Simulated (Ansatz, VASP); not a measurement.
**BiTe in VASP and in Ansatz**

Contents of INCAR:

```
  PREC = Accurate
  ENCUT = 520
  EDIFF = 1E-6
  ISMEAR = 0
  SIGMA = 0.15
  LREAL = False
  LASPH = True
  NELM = 100
  ALGO = Normal
  ISIF = 2
  LWAVE = False
  LCHARG = False
  GGA = PS
  NBANDS = 18
```

The input KPOINTS:

```
Automatic mesh
0
Gamma
  12 12 12
```

The input POSCAR:

```
BiTe
1.0
    2.5680702392      1.3148259257      3.3172919545
   -2.5680702392      1.3148259257      3.3172919545
    0.0000000000     -2.6296518514      3.3172919545
Bi Te
1 1
Direct
    0.5000000000      0.5000000000      0.5000000000
    0.0000000000      0.0000000000      0.0000000000
```

Input for Ansatz:

```yaml
crystal:
  lattice:
    - [2.5680702392, 1.3148259257, 3.3172919545]
    - [-2.5680702392, 1.3148259257, 3.3172919545]
    - [0.0, -2.6296518514, 3.3172919545]
  atoms:
    - { symbol: Bi, position: [0.5, 0.5, 0.5] }
    - { symbol: Te, position: [0.0, 0.0, 0.0] }
basis:
  ecutwfc: 420
kpoints:
  mp_grid: { grid: [12, 12, 12] }
hamiltonian:
  xc: pbesol
scf:
  occupations: { method: gaussian, width: 0.15 }
output:
  forces: true
  stress: true
  eigenvalues: true
```

Change from the starting cell: strain +0.0600 x Voigt [1, -1, 0, 0, 0, 0], atoms carried along.

Alike in both runs: task single point; functional PBEsol; k mesh 12 × 12 × 12; occupations gaussian, width 0.15 eV; no spin polarisation.

|  | VASP | Ansatz |
| --- | --- | --- |
| version | VASP 6.6.1 | Ansatz 0.2.0 |
| potentials or method | VASP PAW PBE potentials, release 64 (Bi_d, Te), cutoff 520 eV | scalar-relativistic, plane waves, PAW |
| valence electrons in the cell | 21 | 31 |

|  | VASP | Ansatz | Ansatz less VASP |
| --- | --- | --- | --- |
| gap on the k mesh at the Fermi level (eV) | none | none | - |
| pressure (GPa) | -2.1 | -2.0 | +0.03 |
| traceless stress, the component that is largest in VASP (GPa) | -2.47 | -2.47 | +0.001 |

VASP's potentials were made for PBE, not for PBEsol. A gap of «none» marks a metal or a gap that the smearing closes. VASP's potentials hold 21 valence electrons a cell and Ansatz's 31, so a difference there can come from the potentials and not from the codes.

Neither program's run includes spin-orbit coupling.
